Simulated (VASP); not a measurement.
Wanted: the native input for a VASP 6.6.1 run.

| Property | Result |
| --- | --- |
| Task | single point |
| Functional | PBE |
| Potentials or basis | VASP PAW PBE potentials, release 64 (Na_pv) |
| Cutoff | 520 eV |
| k mesh | 15 × 15 × 8 |
| Occupations | gaussian, width 0.15 eV |
| Spin | no spin polarisation |
| Dipole correction | no |
| Further INCAR settings | ALGO = Fast; EDIFF = 1e-06; NBANDS = 14 |

The structure of Na lies in POSCAR:

```
Na
1.0
    3.5951958532      0.0000000000      0.0000000000
   -1.7975979266      3.1135309404      0.0000000000
    0.0000000000      0.0000000000      6.1030356778
Na
2
Direct
    0.3333333333      0.6666666667      0.2500000000
    0.6666666667      0.3333333333      0.7500000000
```

This isn't the form of Na at room conditions, which is bcc.

One way to write it, as run:

INCAR

```
SYSTEM = Na
PREC     = Accurate       ! precision mode
ENCUT    = 520            ! plane-wave cutoff, eV
EDIFF    = 1E-6           ! SCF threshold, eV
ISMEAR   = 0              ! smearing method
SIGMA    = 0.15           ! smearing width, eV
LREAL    = .FALSE.        ! projectors in reciprocal space
LASPH    = .TRUE.         ! aspherical terms in the spheres
NELM     = 100            ! most SCF steps
ALGO     = Fast           ! electronic algorithm
ISIF     = 2              ! what is computed and relaxed
LWAVE    = .FALSE.        ! write WAVECAR
LCHARG   = .FALSE.        ! write CHGCAR
GGA      = PE             ! functional
NBANDS   = 14             ! bands
```

KPOINTS

```
Automatic mesh
0
G
  15 15 8
  0 0 0
```

Potentials or basis: VASP PAW PBE potentials, release 64 (Na_pv).

Command:

```bash
$ cat potpaw_PBE.64/Na_pv/POTCAR > POTCAR
$ mpirun -np 1 vasp_std > vasp.out
```

It gave:

* Pressure: 0.7 GPa
* Band gap on the k mesh: zero (bands 7 and 8 overlap by 4.67 eV)

Run time: 2.5 min on 1 thread of Oxide Virtual Turin-like Processor, on a shared host, peak memory 0.2 GiB.
